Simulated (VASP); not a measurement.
# Al8As8H (a cell with a defect) in VASP: relaxation of the atoms with PBE

Aim: the relaxation of the atoms of Al8As8H (a cell with a defect) with PBE.

All numbers are computed with VASP 6.6.1; they aren't measurements. Logs are shortened: lines on timing, memory, paths and dates and some standing lists are left out, and cuts for length are marked.

**1. The cell of the first run**

The cell holds a defect, 17 atoms: a = 8.100 Å, b = 8.100 Å, c = 8.100 Å, α = 60.00°, β = 60.00°, γ = 60.00°.

**2. Relaxation of the atoms, PBE, collinear spin (with an interstitial atom)**

INCAR

```
SYSTEM = Al8As8H
PREC     = Accurate       ! precision mode
ENCUT    = 520            ! plane-wave cutoff, eV
EDIFF    = 1E-7           ! SCF threshold, eV
ISMEAR   = 0              ! smearing method
SIGMA    = 0.01           ! smearing width, eV
LREAL    = Auto         
LASPH    = .TRUE.         ! aspherical terms in the spheres
NELM     = 150            ! most SCF steps
ALGO     = Normal         ! electronic algorithm
ISIF     = 2              ! what is computed and relaxed
LWAVE    = .FALSE.        ! write WAVECAR
LCHARG   = .FALSE.        ! write CHGCAR
ISPIN    = 2              ! spin polarisation
MAGMOM   = 0 0.091 0 0 0.091 0.091 0 0.091 0.091 0 0.091 0.091 0.091 0.091 0 0.091 0.091 ! initial moments
LORBIT   = 11             ! projections on sites
GGA      = PE             ! functional
IBRION   = 2              ! ionic algorithm
NSW      = 65             ! ionic steps
EDIFFG   = -0.025         ! ionic threshold
KPAR     = 2            
NCORE    = 2
```

KPOINTS

```
Automatic mesh
0
G
  2 2 2
  0 0 0
```

POSCAR

```
Al8As8H
1.0
    0.0000000000      5.7279123210     -5.7279123210
    5.7279123210      5.7279123210      0.0000000000
    5.7279123210      0.0000000000     -5.7279123210
Al As H
8 8 1
Direct
    0.0000000000      0.0000000000      0.5000000000
    0.0000000000      0.5000000000      0.5000000000
    0.5000000000      0.0000000000      0.5000000000
    0.5000000000      0.5000000000      0.5000000000
    0.0000000000      0.0000000000      1.0000000000
    0.0000000000      0.5000000000      1.0000000000
    0.5000000000      0.0000000000      1.0000000000
    0.5000000000      0.5000000000      1.0000000000
    0.1250000000      0.1250000000      0.1250000000
    0.1250000000      0.6250000000      0.1250000000
    0.6250000000      0.1250000000      0.1250000000
    0.6250000000      0.6250000000      0.1250000000
    0.1250000000      0.1250000000      0.6250000000
    0.1250000000      0.6250000000      0.6250000000
    0.6250000000      0.1250000000      0.6250000000
    0.6250000000      0.6250000000      0.6250000000
    0.8750000000      0.3750000000      0.8750000000
```

Potentials or basis: VASP PAW PBE potentials, release 64 (Al, As, H).

Started as:

```bash
cat potpaw_PBE.64/Al/POTCAR potpaw_PBE.64/As/POTCAR potpaw_PBE.64/H/POTCAR > POTCAR
mpirun -np 4 vasp_std > vasp.out
```

OUTCAR:

```text
SYSTEM = Al8As8H
   PREC = Accurate
   ENCUT = 520
   EDIFF = 1E-7
   ISMEAR = 0
   LREAL = Auto
   LASPH = .TRUE.
   NELM = 150
   ISIF = 2
   ISPIN = 2
   LORBIT = 11
   GGA = PE
   IBRION = 2
   NSW = 65
   EDIFFG = -0.025

 ion  position               nearest neighbor table
   1  0.000  0.000  0.500-   9 2.48  13 2.48  14 2.48  15 2.48
   2  0.000  0.500  0.500-  10 2.48  13 2.48  14 2.48  16 2.48
   3  0.500  0.000  0.500-  11 2.48  13 2.48  15 2.48  16 2.48
   4  0.500  0.500  0.500-  12 2.48  14 2.48  15 2.48  16 2.48
   5  0.000  0.000  0.000-   9 2.48  10 2.48  11 2.48  13 2.48
   6  0.000  0.500  0.000-   9 2.48  10 2.48  12 2.48  14 2.48
[... 8 lines left out ...]
  15  0.625  0.125  0.625-   1 2.48   3 2.48   4 2.48   7 2.48
  16  0.625  0.625  0.625-   2 2.48   3 2.48   4 2.48   8 2.48
  17  0.875  0.375  0.875-

  LATTYP: Found a face centered cubic cell.
 ALAT       =    11.4558246420

  Lattice vectors:

 A1 = (   0.0000000000,   5.7279123210,  -5.7279123210)
 A2 = (   5.7279123210,   5.7279123210,   0.0000000000)
 A3 = (   5.7279123210,   0.0000000000,  -5.7279123210)

Analysis of symmetry for initial positions (statically):
=====================================================================
 Subroutine PRICEL returns:
 Original cell was already a primitive cell.

 Routine SETGRP: Setting up the symmetry group for a
 face centered cubic supercell.

 Subroutine GETGRP returns: Found 24 space group operations
 (whereof  6 operations were pure point group operations)
 out of a pool of 48 trial point group operations.

The static configuration has the point symmetry C_3v.
 The point group associated with its full space group is T_d .

Analysis of symmetry for dynamics (positions and initial velocities):
=====================================================================
 Subroutine PRICEL returns:
 Original cell was already a primitive cell.

 Routine SETGRP: Setting up the symmetry group for a
 face centered cubic supercell.

 Subroutine GETGRP returns: Found 24 space group operations
 (whereof  6 operations were pure point group operations)
 out of a pool of 48 trial point group operations.

The dynamic configuration has the point symmetry C_3v.
 The point group associated with its full space group is T_d .

Analysis of structural, dynamic, and magnetic symmetry:
=====================================================================
 Subroutine PRICEL returns:
 Original cell was already a primitive cell.

 Routine SETGRP: Setting up the symmetry group for a
 face centered cubic supercell.

 Subroutine GETGRP returns: Found 24 space group operations
 (whereof  6 operations were pure point group operations)
 out of a pool of 48 trial point group operations.

The overall configuration has the point symmetry C_3v.
 The point group associated with its full space group is T_d .

 Subroutine INISYM returns: Found 24 space group operations
 (whereof  6 operations are pure point group operations),
 and found     1 'primitive' translations

----------------------------------------------------------------------------------------

                                     Primitive cell

  volume of cell :     375.8539

  direct lattice vectors                    reciprocal lattice vectors
     0.000000000  5.727912321 -5.727912321    -0.087291839  0.087291839 -0.087291839
     5.727912321  5.727912321  0.000000000     0.087291839  0.087291839  0.087291839
     5.727912321  0.000000000 -5.727912321     0.087291839 -0.087291839 -0.087291839

  length of vectors
     8.100491288  8.100491288  8.100491288     0.151193900  0.151193900  0.151193900

  position of ions in fractional coordinates (direct lattice)
     0.000000000  0.000000000  0.500000000
     0.000000000  0.500000000  0.500000000
     0.500000000  0.000000000  0.500000000
     0.500000000  0.500000000  0.500000000
     0.000000000  0.000000000  0.000000000
     0.000000000  0.500000000  0.000000000
[... 9 lines left out ...]
     0.625000000  0.625000000  0.625000000
     0.875000000  0.375000000  0.875000000

  ion indices of the primitive-cell ions
   primitive index   ion index
                 1           1
                 2           2
                 3           3
                 4           4
                 5           5
                 6           6
[... 9 lines left out ...]
                16          16
                17          17

----------------------------------------------------------------------------------------

 KPOINTS: Automatic mesh

Automatic generation of k-mesh.
 Grid dimensions read from file:
 generate k-points for:    2    2    2

 Generating k-lattice:

  Cartesian coordinates                     Fractional coordinates (reciprocal lattice)
    -0.043645919  0.043645919 -0.043645919     0.500000000  0.000000000  0.000000000
     0.043645919  0.043645919  0.043645919     0.000000000  0.500000000  0.000000000
     0.043645919 -0.043645919 -0.043645919     0.000000000  0.000000000  0.500000000

  Length of vectors
     0.075596950  0.075596950  0.075596950

  Shift w.r.t. Gamma in fractional coordinates (k-lattice)
     0.000000000  0.000000000  0.000000000

 Subroutine IBZKPT returns following result:
 ===========================================

 Found      3 irreducible k-points:

 Following reciprocal coordinates:
            Coordinates               Weight
  0.000000  0.000000  0.000000      1.000000
  0.500000  0.000000  0.000000      4.000000
  0.500000  0.500000  0.000000      3.000000
   k-points           NKPTS =      3   k-points in BZ     NKDIM =      3   number of bands    NBANDS=     42
   number of dos      NEDOS =    301   number of ions     NIONS =     17
   total plane-waves  NPLWV = 216000
   dimension x,y,z NGX =    60 NGY =   60 NGZ =   60
   dimension x,y,z NGXF=   120 NGYF=  120 NGZF=  120
   ions per type =               8   8   1
   NGX,Y,Z   is equivalent  to a cutoff of  12.31, 12.31, 12.31 a.u.
   NGXF,Y,Z  is equivalent  to a cutoff of  24.63, 24.63, 24.63 a.u.
 SYSTEM =  Al8As8H
   PREC   = accura    normal or accurate (medium, high low for compatibility)
   ISTART =      0    job   : 0-new  1-cont  2-samecut
   ICHARG =      2    charge: 1-file 2-atom 10-const
   ISPIN  =      2    spin polarized calculation?
   LNONCOLLINEAR =      F non collinear calculations
   LSORBIT =      F    spin-orbit coupling
   LASPH  =      T    aspherical Exc in radial PAW
   ENCUT  =  520.0 eV  38.22 Ry    6.18 a.u.  15.06 15.06 15.06*2*pi/ulx,y,z
   NELM   =    150;   NELMIN=  2; NELMDL= -5     # of ELM steps
   EDIFF  = 0.1E-06   stopping-criterion for ELM
   LREAL  =      T    real-space projection
   EDIFFG = -.3E-01   stopping-criterion for IOM
   NSW    =     65    number of steps for IOM
   IBRION =      2    ionic relax: 0-MD 1-quasi-New 2-CG
   NFREE  =      1    steps in history (QN), initial steepest desc. (CG)
   ISIF   =      2    stress and relaxation
   ISYM   =      2    0-nonsym 1-usesym 2-fastsym
   POTIM  = 0.5000    time-step for ionic-motion
   TEBEG  =    0.0;   TEEND  =   0.0 temperature during run
   PSTRESS=    0.0 pullay stress
   NELECT =      65.0000    total number of electrons
   NUPDOWN=      -1.0000    fix difference up-down
   EMIN   =  10.00;   EMAX   =-10.00  energy-range for DOS
   EFERMI =   0.00;   METHOD = LEGACY
   ISMEAR =     0;   SIGMA  =   0.01  broadening in eV -4-tet -1-fermi 0-gaus
   EFERMI_NEDOS =   21; number of points for ismear=-14 and -15
   IALGO  =     38    algorithm
   IMIX   =      4    mixing-type and parameters
     AMIX     =   0.40;   BMIX     =  1.00
     AMIX_MAG =   1.60;   BMIX_MAG =  1.00
  volume/ion in A,a.u.               =      22.11       149.20
  Fermi-wavevector in a.u.,A,eV,Ry     =   0.912094  1.723608 11.318897  0.831915
  Thomas-Fermi vector in A             =   2.036450
   LORBIT       =     11    0 simple, 1 ext, 2 COOP (PROOUT), +10 PAW based schemes
   GGA     = PE    functional components
   LHFCALC =     F    Hartree Fock is set to
   AEXX    =    0.0000 exact exchange contribution
   IVDW    =     0    specifies the selected vdW correction
   LEPSILON=     F    determine dielectric tensor
   LRPA    =     F    only Hartree local field effects (RPA)
 conjugate gradient relaxation of ions
 spin polarized calculation
 Gauss-broadening in eV      SIGMA  =   0.01
  energy-cutoff  :      520.00
  volume of cell :      375.85
 maximum number of plane-waves:     10140
   NGX = 31   NGY = 31   NGZ = 31

--------------------------------------- Ionic step        1  -------------------------------------------

 number of electron      64.9999991 magnetization       0.2488722

 Free energy of the ion-electron system (eV)
  ---------------------------------------------------
  ext. energy  EPLUGINS =         0.00000000
  ---------------------------------------------------
  free energy    TOTEN  =       -75.67228765 eV

  energy without entropy =      -75.67130895  energy(sigma->0) =      -75.67179830

------------------------ aborting loop because EDIFF is reached ----------------------------------------

  FORCE on cell =-STRESS in cart. coord.  units (eV):
  Direction    XX          YY          ZZ          XY          YZ          ZX
  --------------------------------------------------------------------------------------
  -------------------------------------------------------------------------------------
  Total        0.8166566      0.8166566      0.8166566      0.0000000      0.0000000     -0.0000000
  in kB        3.4812163      3.4812163      3.4812163      0.0000000      0.0000000     -0.0000000
  external PRESSURE =       3.4812163 kB  Pullay stress =       0.0000000 kB
[... 240 lines left out ...]
  energy  without entropy=      -75.7426296915  energy(sigma->0) =      -75.74311481

--------------------------------------- Ionic step        6  -------------------------------------------

 number of electron      64.9999996 magnetization       0.2496470

 Free energy of the ion-electron system (eV)
  ---------------------------------------------------
  ext. energy  EPLUGINS =         0.00000000
  ---------------------------------------------------
  free energy    TOTEN  =       -75.74425992 eV

  energy without entropy =      -75.74329079  energy(sigma->0) =      -75.74377535

 E-fermi :   3.6619     XC(G=0):  -8.9552

 val. band max:        3.6384826151   @ k =   0.0000   0.0000   0.0000
 cond. band min:       3.6649065285   @ k =   0.0000   0.0000   0.0000
 fundamental gap:      0.0264239133
 Fermi energy:         3.6618700581

 spin component 1

 k-point     1 :       0.0000    0.0000    0.0000
  band No.  band energies     occupation
      1      -8.0888      1.00000
      2      -6.7559      1.00000
      3      -6.7559      1.00000
      4      -6.7559      1.00000
      5      -6.6225      1.00000
      6      -6.2327      1.00000
[... 124 lines left out ...]
     41       7.5505      0.00000
     42       7.9870      0.00000
 Fermi energy:         3.6618700581

 spin component 2

 k-point     1 :       0.0000    0.0000    0.0000
  band No.  band energies     occupation
      1      -8.0710      1.00000
      2      -6.7357      1.00000
      3      -6.7357      1.00000
      4      -6.7357      1.00000
      5      -6.6027      1.00000
      6      -6.2111      1.00000
[... 168 lines left out ...]
  FREE ENERGIE OF THE ION-ELECTRON SYSTEM (eV)
  ---------------------------------------------------
  free  energy   TOTEN  =       -75.7442599191 eV

  energy  without entropy=      -75.7432907871  energy(sigma->0) =      -75.74377535

 reached required accuracy - stopping structural energy minimisation

 total charge

# of ion       s       p       d       tot
------------------------------------------
    1        0.399   0.363   0.000   0.761
    2        0.393   0.353   0.000   0.747
    3        0.399   0.363   0.000   0.761
    4        0.399   0.363   0.000   0.761
    5        0.393   0.353   0.000   0.747
    6        0.393   0.353   0.000   0.747
[... 9 lines left out ...]
   16        1.191   1.669   0.024   2.884
   17        0.434   0.006   0.000   0.440
--------------------------------------------------
tot         13.132  16.176   0.187  29.495

 magnetization (x)

# of ion       s       p       d       tot
------------------------------------------
    1       -0.000   0.000   0.000  -0.000
    2       -0.000   0.001   0.000   0.001
    3       -0.000   0.000   0.000  -0.000
    4       -0.000   0.000   0.000  -0.000
    5       -0.000   0.001   0.000   0.001
    6       -0.000   0.001   0.000   0.001
[... 9 lines left out ...]
   16        0.000   0.015   0.000   0.015
   17       -0.000   0.000   0.000  -0.000
--------------------------------------------------
tot         -0.001   0.130   0.001   0.130
```

It took 9.5 min on 4 MPI ranks of Intel Xeon Platinum 8259CL at 2.50GHz (Skylake/Cascade Lake), shared host; peak memory 0.42 GiB.

What came out:

| Property | Result |
| --- | --- |
| Free energy | -75.7443 eV |
| Energy gained by relaxing | 4.2 meV/atom |
| Ionic steps | 6 |
| Pressure after relaxing | 0.4 GPa |
| Largest force after relaxing | 0.008 eV/Å |
| Net moment | 0.25 μB per cell |
| Site moments | Al -0.00, +0.00 (each value once); As +0.01, +0.03 (each value once); H -0.00 μB |
| Valence electrons inside the program's atomic spheres | Al 0.76, 0.75 (each value once); As 2.88, 2.84 (each value once); H 0.44 |

Forces in eV/Å, atoms in the order of the input:
```
Al  -0.005  0.005 -0.005
Al   0.001 -0.001 -0.001
Al  -0.005 -0.005  0.005
Al   0.005  0.005  0.005
Al   0.001  0.001  0.001
Al  -0.001 -0.001  0.001
Al   0.005 -0.005 -0.005
Al  -0.001  0.001 -0.001
As   0.000  0.000  0.002
As   0.000  0.000  0.000
As   0.000  0.002  0.000
As  -0.002  0.000  0.000
As   0.002  0.000  0.000
As   0.000 -0.002  0.000
As   0.000  0.000  0.000
As   0.000  0.000 -0.002
H    0.000  0.000  0.000
```

The path:
| step | energy change (eV) | largest force (eV/Å) | pressure (GPa) |
| --- | --- | --- | --- |
| 1 | 0.0000 | 0.5630 | 0.35 |
| 2 | -0.0522 | 0.2745 | 0.37 |
| 3 | -0.0685 | 0.1148 | 0.41 |
| 4 | -0.0686 | 0.1076 | 0.42 |
| 5 | -0.0713 | 0.0481 | 0.40 |
| 6 | -0.0720 | 0.0085 | 0.39 |

Final structure:
```
Al As H
1.0
     0.00000    5.72791   -5.72791
     5.72791    5.72791    0.00000
     5.72791    0.00000   -5.72791
Al As H
8 8 1
Direct
  0.00046 0.99985 0.49985
  0.99712 0.49712 0.50864
  0.49985 0.99985 0.49985
  0.49985 0.50046 0.49985
  0.99712 0.00864 0.99712
  0.99712 0.49712 0.99712
  0.49985 0.99985 0.00046
  0.50864 0.49712 0.99712
  0.12678 0.12322 0.12678
  0.12500 0.62500 0.12500
  0.62322 0.12322 0.12678
  0.62322 0.62678 0.12678
  0.12678 0.12322 0.62322
  0.12678 0.62678 0.62322
  0.62500 0.12500 0.62500
  0.62322 0.62678 0.62322
  0.87500 0.37500 0.87500
```

Levels at points of the mesh, in eV from the Fermi level:
Spin up:
| k point | band 29 | band 30 | band 31 | band 32 | band 33 | band 34 | band 35 | band 36 | band 37 | band 38 |
| --- | --- | --- | --- | --- | --- | --- | --- | --- | --- | --- |
| (0.00, 0.00, 0.00) | -0.76 | -0.76 | -0.02 | -0.02 | -0.02 | 1.52 | 1.52 | 1.69 | 1.94 | 1.94 |
| (0.50, 0.00, 0.00) | -0.57 | -0.57 | -0.42 | -0.42 | -0.32 | 2.33 | 2.40 | 2.49 | 2.49 | 2.53 |
| (0.50, 0.50, 0.00) | -1.00 | -0.93 | -0.82 | -0.82 | 0.17 | 2.51 | 2.73 | 3.20 | 3.20 | 3.32 |
Spin down:
| k point | band 29 | band 30 | band 31 | band 32 | band 33 | band 34 | band 35 | band 36 |
| --- | --- | --- | --- | --- | --- | --- | --- | --- |
| (0.00, 0.00, 0.00) | -0.74 | -0.74 | 0.00 | 0.00 | 0.00 | 1.52 | 1.52 | 1.69 |
| (0.50, 0.00, 0.00) | -0.55 | -0.55 | -0.39 | -0.39 | -0.31 | 2.33 | 2.41 | 2.50 |
| (0.50, 0.50, 0.00) | -0.98 | -0.91 | -0.79 | -0.79 | 0.18 | 2.52 | 2.74 | 3.21 |

Caveat: the k points lie up to 0.47 Å⁻¹ apart; the cell differs from its parent crystal (with an interstitial atom).
